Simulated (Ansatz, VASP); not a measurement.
## One calculation of SrRu3, two programs

Contents of INCAR:

```
SYSTEM = SrRu3
  ALGO = Normal
  EDIFF = 1E-6
  ENCUT = 520
  GGA = PS
  ISIF = 2
  ISMEAR = 0
  LASPH = .True.
  LCHARG = .True.
  LELF = .True.
  LREAL = .False.
  LVHAR = .True.
  LWAVE = .False.
  NBANDS = 34
  NELM = 80
  PREC = Accurate
  SIGMA = 0.05
```

File KPOINTS:

```
k-points
0
Gamma
  8 8 8
  0 0 0
```

Contents of POSCAR:

```
SrRu3
1.0
    4.0827547793      0.0000000000      0.0000000000
    0.0000000000      4.0827547793      0.0000000000
    0.0000000000      0.0000000000      4.0827547793
Sr Ru
1 3
Direct
    0.0000000000      0.0000000000      0.0000000000
    0.0000000000      0.5000000000      0.5000000000
    0.5000000000      0.5000000000      0.0000000000
    0.5000000000      0.0000000000      0.5000000000
```

Input for Ansatz:

```yaml
crystal:
  lattice:
    - [4.0827547793, 0.0, 0.0]
    - [0.0, 4.0827547793, 0.0]
    - [0.0, 0.0, 4.0827547793]
  atoms:
    - { symbol: Sr, position: [0.0, 0.0, 0.0] }
    - { symbol: Ru, position: [0.0, 0.5, 0.5] }
    - { symbol: Ru, position: [0.5, 0.5, 0.0] }
    - { symbol: Ru, position: [0.5, 0.0, 0.5] }
basis:
  ecutwfc: 420
  ecutrho_ratio: 4
kpoints:
  mp_grid: { grid: [8, 8, 8] }
hamiltonian:
  xc: pbesol
scf:
  occupations: { method: gaussian, width: 0.05 }
output:
  forces: true
  stress: true
  eigenvalues: true
```

Alike in both runs: task single point; functional PBEsol; k mesh 8 × 8 × 8; occupations gaussian, width 0.05 eV; no spin polarisation.

|  | VASP | Ansatz |
| --- | --- | --- |
| version | VASP 6.6.1 | Ansatz 0.2.0 |
| potentials or method | VASP PAW PBE potentials, release 64 (Sr_sv, Ru_pv), cutoff 520 eV | scalar-relativistic, plane waves, PAW |
| valence electrons in the cell | 52 | 58 |

|  | VASP | Ansatz | Ansatz less VASP |
| --- | --- | --- | --- |
| pressure (GPa) | -2.2 | -2.8 | -0.59 |

VASP's potentials were made for PBE, not for PBEsol. VASP's potentials hold 52 valence electrons a cell and Ansatz's 58, so a difference there can come from the potentials and not from the codes.
